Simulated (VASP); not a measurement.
A run of VASP 6.6.1 is set up as follows.

INCAR

```
PREC = Accurate
ENCUT = 520
EDIFF = 1E-6
ISMEAR = -1
SIGMA = 0.05
LREAL = F
LASPH = T
NELM = 80
ALGO = Normal
ISIF = 2
LWAVE = F
LCHARG = F
GGA = PE
NBANDS = 21
```

Contents of KPOINTS:

```
regular mesh
0
Gamma
  12 12 7
```

Contents of POSCAR:

```
AlNi
1.0
    2.4611668263      0.0000000000      0.0000000000
   -1.2305834132      2.1314329945      0.0000000000
    0.0000000000      0.0000000000      7.1104844324
Ni Al
2 2
Direct
    0.0000000000      0.0000000000      0.0000000000
    0.0000000000      0.0000000000      0.5000000000
    0.3333333333      0.6666666667      0.2500000000
    0.6666666667      0.3333333333      0.7500000000
```

Potentials or basis: VASP PAW PBE potentials, release 64 (Ni, Al).

The run is started by

```console
$ cat potpaw_PBE.64/Ni/POTCAR potpaw_PBE.64/Al/POTCAR > POTCAR
$ mpirun -np 1 vasp_std > vasp.out
```

Question: What does it give for the band gap on the k mesh?

Answer: Zero (bands 13 and 14 overlap by 2.70 eV).

Question: Estimate the pressure.

Answer: 83.0 GPa.

Stress tensor (GPa, compression positive):
```
83.05  0.00  0.00
 0.00 83.05  0.00
 0.00  0.00 82.80
```

Caveat: the cell stands under pressure. Spin polarisation is off, so any magnetic state and its effect on volume and gap are missing.
